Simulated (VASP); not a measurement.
Input of a VASP 6.6.1 run:

File INCAR:

```
  PREC = Accurate
  ENCUT = 600
  EDIFF = 1E-7
  ISMEAR = 0
  SIGMA = 0.1
  LREAL = F
  LASPH = T
  NELM = 60
  ALGO = Normal
  ISIF = 3
  LWAVE = F
  LCHARG = F
  GGA = PE
  IBRION = 2
  NSW = 70
  EDIFFG = -0.008
  PSTRESS = 250.0
```

The input KPOINTS:

```
Automatic mesh
0
Gamma
  8 8 8
```

The input POSCAR:

```
CsSnI3
1.0
    5.4488491327      0.0000000000      0.0000000000
    0.0000000000      5.4488491327      0.0000000000
    0.0000000000      0.0000000000      5.4488491327
Cs Sn I
1 1 3
Direct
    0.0000000000      0.0000000000      0.0000000000
    0.5000000000      0.5000000000      0.5000000000
    0.0000000000      0.5000000000      0.5000000000
    0.5000000000      0.0000000000      0.5000000000
    0.5000000000      0.5000000000      0.0000000000
```

Potentials or basis: VASP PAW PBE potentials, release 64 (Cs_sv, Sn_d, I).

Launch:

```bash
$ cat potpaw_PBE.64/Cs_sv/POTCAR potpaw_PBE.64/Sn_d/POTCAR potpaw_PBE.64/I/POTCAR > POTCAR
$ mpirun -np 1 vasp_std > vasp.out
```

Q: Predict the band gap on the k mesh.

A: Zero (bands 22 and 23 overlap by 0.46 eV).

Q: What does it give for the relaxed volume?

A: 29.94 Å³/atom.

Q: Predict the relaxed cell.

A: a = 5.310 Å, b = 5.310 Å, c = 5.310 Å, α = 90.00°, β = 90.00°, γ = 90.00°.

Final structure:
```cif
data_structure
_symmetry_space_group_name_H-M 'P 1'
_symmetry_Int_Tables_number 1
_cell_length_a 5.3096
_cell_length_b 5.3096
_cell_length_c 5.3096
_cell_angle_alpha 90.000
_cell_angle_beta 90.000
_cell_angle_gamma 90.000
_cell_volume 149.68
loop_
_atom_site_label
_atom_site_type_symbol
_atom_site_fract_x
_atom_site_fract_y
_atom_site_fract_z
_atom_site_occupancy
Cs1 Cs 0.00000 0.00000 0.00000 1
Sn1 Sn 0.50000 0.50000 0.50000 1
I1 I 0.00000 0.50000 0.50000 1
I2 I 0.50000 0.00000 0.50000 1
I3 I 0.50000 0.50000 0.00000 1
```

Caveat: the cell is relaxed towards a set pressure, so the run minimises the enthalpy, not the energy; semilocal functionals underestimate gaps, and a narrow one can read as zero; spin-orbit coupling is left out, which moves the levels of the heavy elements.
